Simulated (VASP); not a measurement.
Set up this calculation in VASP 6.6.1, as the native input.

| Quantity | Value |
| --- | --- |
| Task | relaxation of cell and atoms |
| Functional | PBE |
| Potentials or basis | VASP PAW PBE potentials, release 64 (Ti_sv, H) |
| Cutoff | 600 eV |
| k mesh | 6 × 6 × 4 |
| Occupations | gaussian, width 0.1 eV |
| Spin | no spin polarisation |
| Dipole correction | no |
| Further INCAR settings | ALGO = Normal; EDIFF = 1e-06; IBRION = 2; EDIFFG = -0.04; NSW = 90; ISIF = 3 |

The structure of Ti3H2 lies in POSCAR:

```
Ti3H2
1.0
    3.4325184011      0.0000000000      0.0000000000
   -1.7162592005      2.9726481343      0.0000000000
    0.0000000000      0.0000000000      5.3404410656
Ti H
3 2
Direct
    0.0000000000      0.0000000000      0.0000000000
    0.3333333333      0.6666666667      0.6450000000
    0.6666666667      0.3333333333      0.3550000000
    0.3333333333      0.6666666667      0.2450000000
    0.6666666667      0.3333333333      0.7550000000
```

These files were run (other wordings do the same):

INCAR

```
ALGO = Normal
EDIFF = 1E-6
EDIFFG = -0.04
ENCUT = 600
GGA = PE
IBRION = 2
ISIF = 3
ISMEAR = 0
LASPH = True
LCHARG = False
LREAL = False
LWAVE = False
NELM = 60
NSW = 90
PREC = Accurate
SIGMA = 0.1
```

KPOINTS

```
k-points
0
Gamma
  6 6 4
```

Potentials or basis: VASP PAW PBE potentials, release 64 (Ti_sv, H).

Run with:

```sh
$ cat potpaw_PBE.64/Ti_sv/POTCAR potpaw_PBE.64/H/POTCAR > POTCAR
$ mpirun -np 1 vasp_std > vasp.out
```

Results of the run:

| Property | Result |
| --- | --- |
| Relaxed volume | 10.81 Å³/atom |
| Relaxed cell | a = 2.934 Å, b = 2.934 Å, c = 7.251 Å, α = 90.00°, β = 90.00°, γ = 120.00° |
| Space group after relaxing (to 0.1 Å) | P-3m1 (No. 164) |
| Energy gained by relaxing | 405.8 meV/atom |
| Ionic steps | 20 |
| Pressure after relaxing | 0.1 GPa |
| Largest force after relaxing | 0.020 eV/Å |
| Band gap on the k mesh | zero (bands 19 and 20 overlap by 0.91 eV) |

Caveat: a cell axis changed by over 15 % at a fixed basis, so the end point is rough.

Wall time 15 min on 1 thread of Oxide Virtual Turin-like Processor, with other jobs on the host, peak memory 0.18 GiB.
